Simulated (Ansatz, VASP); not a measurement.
# Two plane-wave programs on SrCaZnWO6

```xyz
10
Lattice="0.0000 4.0088 4.0088 4.0088 0.0000 4.0088 4.0088 4.0088 0.0000" Properties=species:S:1:pos:R:3 pbc="T T T"
Sr    2.0044    2.0044    2.0044
Ca    6.0133    6.0133    6.0133
Zn    0.0000    0.0000    0.0000
W     4.0088    4.0088    4.0088
O     2.0685    4.0088    4.0088
O     5.9492    4.0088    4.0088
O     4.0088    4.0088    5.9492
O     4.0088    4.0088    2.0685
O     4.0088    2.0685    4.0088
O     4.0088    5.9492    4.0088
```

Alike in both runs: task single point; functional PBE; k mesh 4 × 4 × 4; no spin polarisation.

```csv
,VASP,Ansatz
version,VASP 6.6.1,Ansatz 0.2.0
potentials or method,"VASP PAW PBE potentials, release 64 (Sr_sv, Ca_sv, Zn, W_sv, O_h)","plane waves, PAW"
plane-wave cutoff (eV),910,420
occupations,"gaussian, width 0.01 eV",fixed
valence electrons in the cell,82,82
```

Ansatz gave:

* gap on the k mesh at the Fermi level (eV): 2.79
* rms of the force components (eV/Å): 0.251

Q: Estimate VASP's values.

A: gap on the k mesh at the Fermi level (eV): 2.79; rms of the force components (eV/Å): 0.211.

Atom by atom the forces differ by 0.040 eV/Å (rms over components).

Spin-orbit coupling is off throughout. Noted on VASP's run: the cutoff is short for stress, so the pressure is rough.
